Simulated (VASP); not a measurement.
Wanted: the native input for a VASP 6.6.1 run.

* Task: relaxation of cell and atoms
* Functional: PBE
* Potentials or basis: VASP PAW PBE potentials, release 64 (Rb_sv, S)
* Cutoff: 600 eV
* k mesh: 4 × 4 × 4
* Occupations: gaussian, width 0.1 eV
* Spin: no spin polarisation
* Dipole correction: no
* Further INCAR settings: ALGO = Normal; EDIFF = 1e-06; IBRION = 2; EDIFFG = -0.04; NSW = 90; ISIF = 3

The structure of Rb4S3 lies in POSCAR:

```
Rb4S3
1.0
    6.2536789100      0.0000000000      0.0000000000
    0.0000000000      6.2536789100      0.0000000000
    0.0000000000      0.0000000000      6.2536789100
Rb S
4 3
Direct
    0.0000000000      0.5000000000      0.5000000000
    0.5000000000      0.0000000000      0.5000000000
    0.5000000000      0.5000000000      0.0000000000
    0.5000000000      0.5000000000      0.5000000000
    0.5000000000      0.0000000000      0.0000000000
    0.0000000000      0.5000000000      0.0000000000
    0.0000000000      0.0000000000      0.5000000000
```

The cell was built from a structure type or drawn by symmetry, and may not be a known phase.

These files were run (other wordings do the same):

INCAR

```
ALGO = Normal
EDIFF = 1E-6
EDIFFG = -0.04
ENCUT = 600
GGA = PE
IBRION = 2
ISIF = 3
ISMEAR = 0
LASPH = True
LCHARG = False
LREAL = False
LWAVE = False
NELM = 60
NSW = 90
PREC = Accurate
SIGMA = 0.1
```

KPOINTS

```
k-points
0
Gamma
  4 4 4
```

Potentials or basis: VASP PAW PBE potentials, release 64 (Rb_sv, S).

Launch:

```console
$ cat potpaw_PBE.64/Rb_sv/POTCAR potpaw_PBE.64/S/POTCAR > POTCAR
$ mpirun -np 1 vasp_std > vasp.out
```

Results of the run:

```json
{
  "Relaxed volume": "42.89 Å³/atom",
  "Relaxed cell": "a = 6.696 Å, b = 6.696 Å, c = 6.696 Å, α = 90.00°, β = 90.00°, γ = 90.00°",
  "Space group after relaxing (to 0.1 Å)": "Pm-3m (No. 221)",
  "Energy gained by relaxing": "81.7 meV/atom",
  "Ionic steps": "4",
  "Pressure after relaxing": "0.0 GPa",
  "Band gap on the k mesh": "zero (bands 27 and 28 overlap by 0.16 eV)"
}
```

Caveat: the volume moved by over 15 % at a fixed basis, so the end points are rough.

It took 3.8 min on 1 thread of Intel(R) Xeon(R) Platinum 8488C (Sapphire Rapids), with other jobs on the host, peak memory 0.4 GiB.
